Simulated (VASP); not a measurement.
# ZnO (P6_3mc) in VASP: a series of runs, part 2 of 2

VASP 6.6.1.

## 3. Single point, PBE0

File POSCAR:

```
ZnO
1.0
    3.2493080000      0.0000000000      0.0000000000
   -1.6246540000      2.8139832727      0.0000000000
    0.0000000000      0.0000000000      5.2057090000
Zn O
2 2
Direct
    0.6666666667      0.3333333333      0.0000000000
    0.3333333333      0.6666666667      0.5000000000
    0.3333333333      0.6666666667      0.8790100000
    0.6666666667      0.3333333333      0.3790100000
```

File INCAR.step1:

```
SYSTEM = ZnO
ALGO = Normal ; EDIFF = 1E-5
ENCUT = 520 ; GGA = PE
ISIF = 2 ; ISMEAR = -1
LASPH = .True. ; LREAL = .False.
LWAVE = .True. ; NBANDS = 26
NELM = 100 ; PREC = Accurate
SIGMA = 0.05
```

File INCAR.step2:

```
SYSTEM = ZnO
AEXX = 0.25 ; ALGO = Normal
EDIFF = 1E-7 ; ENCUT = 520
GGA = PE ; HFRCUT = -1
ISIF = 2 ; ISMEAR = -1
ISTART = 1 ; LASPH = .True.
LCHARG = .True. ; LELF = .True.
LHFCALC = .True. ; LREAL = .False.
LVHAR = .True. ; LWAVE = .False.
NBANDS = 26 ; NELM = 100
PREC = Accurate ; PRECFOCK = Normal
SIGMA = 0.05
```

File KPOINTS:

```
k-points
0
Gamma
  5 5 3
  0 0 0
```

Potentials or basis: VASP PAW PBE potentials, release 64 (Zn, O).

The run is started by

```sh
cat potpaw_PBE.64/Zn/POTCAR potpaw_PBE.64/O/POTCAR > POTCAR
cp INCAR.step1 INCAR
mpirun -np 1 vasp_std > vasp.out
cp INCAR.step2 INCAR
mpirun -np 1 vasp_std > vasp.out
```

OUTCAR:

```text
SYSTEM = ZnO
   AEXX = 0.25
   EDIFF = 1E-7
   ENCUT = 520
   GGA = PE
   ISIF = 2
   ISMEAR = -1
   ISTART = 1
   LASPH = .True.
   LHFCALC = .True.
   LREAL = .False.
   NELM = 100
   PREC = Accurate
   PRECFOCK = Normal

 ion  position               nearest neighbor table
   1  0.667  0.333  0.000-   4 1.97   3 1.98   3 1.98   3 1.98
   2  0.333  0.667  0.500-   3 1.97   4 1.98   4 1.98   4 1.98
   3  0.333  0.667  0.879-   2 1.97   1 1.98   1 1.98   1 1.98
   4  0.667  0.333  0.379-   1 1.97   2 1.98   2 1.98   2 1.98

  LATTYP: Found a hexagonal cell.
 ALAT       =     3.2493080000
 C/A-ratio  =     1.6020977390

  Lattice vectors:

 A1 = (   3.2493080000,   0.0000000000,   0.0000000000)
 A2 = (  -1.6246540000,   2.8139832727,   0.0000000000)
 A3 = (   0.0000000000,   0.0000000000,   5.2057090000)

Analysis of symmetry for initial positions (statically):
=====================================================================
 Subroutine PRICEL returns:
 Original cell was already a primitive cell.

 Routine SETGRP: Setting up the symmetry group for a
 hexagonal supercell.

 Subroutine GETGRP returns: Found 12 space group operations
 (whereof  6 operations were pure point group operations)
 out of a pool of 24 trial point group operations.

The static configuration has the point symmetry C_3v.
 The point group associated with its full space group is C_6v.

Analysis of symmetry for dynamics (positions and initial velocities):
=====================================================================
 Subroutine PRICEL returns:
 Original cell was already a primitive cell.

 Routine SETGRP: Setting up the symmetry group for a
 hexagonal supercell.

 Subroutine GETGRP returns: Found 12 space group operations
 (whereof  6 operations were pure point group operations)
 out of a pool of 24 trial point group operations.

The dynamic configuration has the point symmetry C_3v.
 The point group associated with its full space group is C_6v.

 Subroutine INISYM returns: Found 12 space group operations
 (whereof  6 operations are pure point group operations),
 and found     1 'primitive' translations

----------------------------------------------------------------------------------------

                                     Primitive cell

  volume of cell :      47.5984

  direct lattice vectors                    reciprocal lattice vectors
     3.249308000  0.000000000  0.000000000     0.307757836  0.177684070  0.000000000
    -1.624654000  2.813983273  0.000000000     0.000000000  0.355368139  0.000000000
     0.000000000  0.000000000  5.205709000     0.000000000  0.000000000  0.192096792

  length of vectors
     3.249308000  3.249308000  5.205709000     0.355368139  0.355368139  0.192096792

  position of ions in fractional coordinates (direct lattice)
     0.666666667  0.333333333  0.000000000
     0.333333333  0.666666667  0.500000000
     0.333333333  0.666666667  0.879010000
     0.666666667  0.333333333  0.379010000

  ion indices of the primitive-cell ions
   primitive index   ion index
                 1           1
[... 35 lines left out ...]
  0.200000  0.200000  0.000000      6.000000
  0.400000  0.200000  0.000000      6.000000
  0.000000  0.000000  0.333333      2.000000
  0.200000 -0.000000  0.333333     12.000000
  0.400000 -0.000000  0.333333     12.000000
  0.200000  0.200000  0.333333     12.000000
  0.400000  0.200000  0.333333     12.000000
   k-points           NKPTS =     10   k-points in BZ     NKDIM =     75   number of bands    NBANDS=     26
   number of dos      NEDOS =    301   number of ions     NIONS =      4
   total plane-waves  NPLWV =  23040
   dimension x,y,z NGX =    24 NGY =   24 NGZ =   40
   dimension x,y,z NGXF=    48 NGYF=   48 NGZF=   80
   ions per type =               2   2
   NGX,Y,Z   is equivalent  to a cutoff of  12.28, 12.28, 12.77 a.u.
   NGXF,Y,Z  is equivalent  to a cutoff of  24.56, 24.56, 25.55 a.u.
 SYSTEM =  ZnO
   PREC   = accura    normal or accurate (medium, high low for compatibility)
   ISTART =      1    job   : 0-new  1-cont  2-samecut
   ICHARG =      0    charge: 1-file 2-atom 10-const
   ISPIN  =      1    spin polarized calculation?
   LNONCOLLINEAR =      F non collinear calculations
   LSORBIT =      F    spin-orbit coupling
   LASPH  =      T    aspherical Exc in radial PAW
   ENCUT  =  520.0 eV  38.22 Ry    6.18 a.u.   6.04  6.04  9.68*2*pi/ulx,y,z
   NELM   =    100;   NELMIN=  2; NELMDL=  0     # of ELM steps
   EDIFF  = 0.1E-06   stopping-criterion for ELM
   LREAL  =      F    real-space projection
   EDIFFG = 0.1E-05   stopping-criterion for IOM
   NSW    =      0    number of steps for IOM
   IBRION =     -1    ionic relax: 0-MD 1-quasi-New 2-CG
   NFREE  =      0    steps in history (QN), initial steepest desc. (CG)
   ISIF   =      2    stress and relaxation
   ISYM   =      3    0-nonsym 1-usesym 2-fastsym
   POTIM  = 0.5000    time-step for ionic-motion
   TEBEG  =    0.0;   TEEND  =   0.0 temperature during run
   PSTRESS=    0.0 pullay stress
   NELECT =      36.0000    total number of electrons
   NUPDOWN=      -1.0000    fix difference up-down
   EMIN   =  10.00;   EMAX   =-10.00  energy-range for DOS
   EFERMI =   0.00;   METHOD = LEGACY
   ISMEAR =    -1;   SIGMA  =   0.05  broadening in eV -4-tet -1-fermi 0-gaus
   EFERMI_NEDOS =   21; number of points for ismear=-14 and -15
   IALGO  =     38    algorithm
   IMIX   =      1    mixing-type and parameters
     AMIX     =   0.40;   BMIX     =  1.00
     AMIX_MAG =   1.60;   BMIX_MAG =  1.00
  volume/ion in A,a.u.               =      11.90        80.30
  Fermi-wavevector in a.u.,A,eV,Ry     =   1.491574  2.818667 30.270160  2.224794
  Thomas-Fermi vector in A             =   2.604212
   LORBIT       =      0    0 simple, 1 ext, 2 COOP (PROOUT), +10 PAW based schemes
   GGA     = PE    functional components
   LHFCALC =     T    Hartree Fock is set to
   PRECFOCK=normal    Normal, Fast or Accurate (Low or Medium for compatibility)
   ENCUT4O =  -1.0   cutoff for four orbital integrals eV
   NKREDX  =     1    reduce k-point grid by
   NKREDY  =     1    reduce k-point grid by
   NKREDZ  =     1    reduce k-point grid by
   AEXX    =    0.2500 exact exchange contribution
   HFSCREEN=    0.0000 screening length (either q_TF or 0.3 A-1)
   HFSCREENC=   0.0000 screening length for correlation (either q_TF or 0.3 A-1)
   ENCUTFOCK=  -1.0 apply spherical cutoff to Coloumb kernel
   IVDW    =     0    specifies the selected vdW correction
   LEPSILON=     F    determine dielectric tensor
   LRPA    =     F    only Hartree local field effects (RPA)
 non-spin polarized calculation
  energy-cutoff  :      520.00
  volume of cell :       47.60
 maximum number of plane-waves:      1289
  NGX = 20; NGY = 20; NGZ = 30

 number of electron      36.0000017 magnetization

 Free energy of the ion-electron system (eV)
  ---------------------------------------------------
  ext. energy  EPLUGINS =         0.00000000
  ---------------------------------------------------
  free energy    TOTEN  =       -23.85614642 eV

  energy without entropy =      -23.85614642  energy(sigma->0) =      -23.85614642

 E-fermi :   0.6673     XC(G=0):  -8.5342

 val. band max:       -0.4544086623   @ k =   0.0000   0.0000   0.0000
 cond. band min:       2.7331981855   @ k =   0.0000   0.0000   0.0000
 fundamental gap:      3.1876068478
 Fermi energy:         0.6672619438

 k-point     1 :       0.0000    0.0000    0.0000
  band No.  band energies     occupation
      1     -19.9686      2.00000
      2     -19.2101      2.00000
      3      -7.1092      2.00000
      4      -7.1092      2.00000
      5      -7.0796      2.00000
      6      -6.9099      2.00000
[... 279 lines left out ...]
     25      16.1570      0.00000
     26      17.1598      0.00000

------------------------ aborting loop because EDIFF is reached ----------------------------------------

  FORCE on cell =-STRESS in cart. coord.  units (eV):
  Direction    XX          YY          ZZ          XY          YZ          ZX
  --------------------------------------------------------------------------------------
  -------------------------------------------------------------------------------------
  Total        0.3142253      0.3142253      0.7367863      0.0000000      0.0000000      0.0000000
  in kB       10.5769263     10.5769263     24.8004648      0.0000000      0.0000000      0.0000000
  external PRESSURE =      15.3181058 kB  Pullay stress =       0.0000000 kB

 VOLUME and BASIS-vectors are now :
 -----------------------------------------------------------------------------
  energy-cutoff  :      520.00
  volume of cell :       47.60
      direct lattice vectors                 reciprocal lattice vectors
     3.249308000  0.000000000  0.000000000     0.307757836  0.177684070  0.000000000
    -1.624654000  2.813983273  0.000000000     0.000000000  0.355368139  0.000000000
     0.000000000  0.000000000  5.205709000     0.000000000  0.000000000  0.192096792

 POSITION                                       TOTAL-FORCE (eV/Angst)
 -----------------------------------------------------------------------------------
      1.62465      0.93799      0.00000         0.000000      0.000000     -0.082039
     -0.00000      1.87599      2.60285        -0.000000      0.000000     -0.082039
     -0.00000      1.87599      4.57587         0.000000     -0.000000      0.082039
      1.62465      0.93799      1.97302        -0.000000      0.000000      0.082039
 -----------------------------------------------------------------------------------
    total drift:                               -0.000000     -0.000000     -0.000291

  FREE ENERGIE OF THE ION-ELECTRON SYSTEM (eV)
  ---------------------------------------------------
  free  energy   TOTEN  =       -23.8561464229 eV

  energy  without entropy=      -23.8561464228  energy(sigma->0) =      -23.85614642
```

Wall time 25 min (1 thread of Intel Xeon 6975P-C (Granite Rapids), shared host); peak memory 0.17 GiB.

What came out:

- Free energy: -23.8561 eV
- Pressure: 1.5 GPa
- Largest force: 0.082 eV/Å
- Band gap on the k mesh: 3.19 eV

Forces in eV/Å, atoms in the order of the input:
```
Zn   0.000  0.000 -0.082
Zn   0.000  0.000 -0.082
O    0.000  0.000  0.082
O    0.000  0.000  0.082
```

Stress tensor (GPa, compression positive):
```
1.06 0.00 0.00
0.00 1.06 0.00
0.00 0.00 2.48
```

Caveat: the k points lie up to 0.45 Å⁻¹ apart; the PAW data sets were made with another functional, which shifts forces and pressure a little.
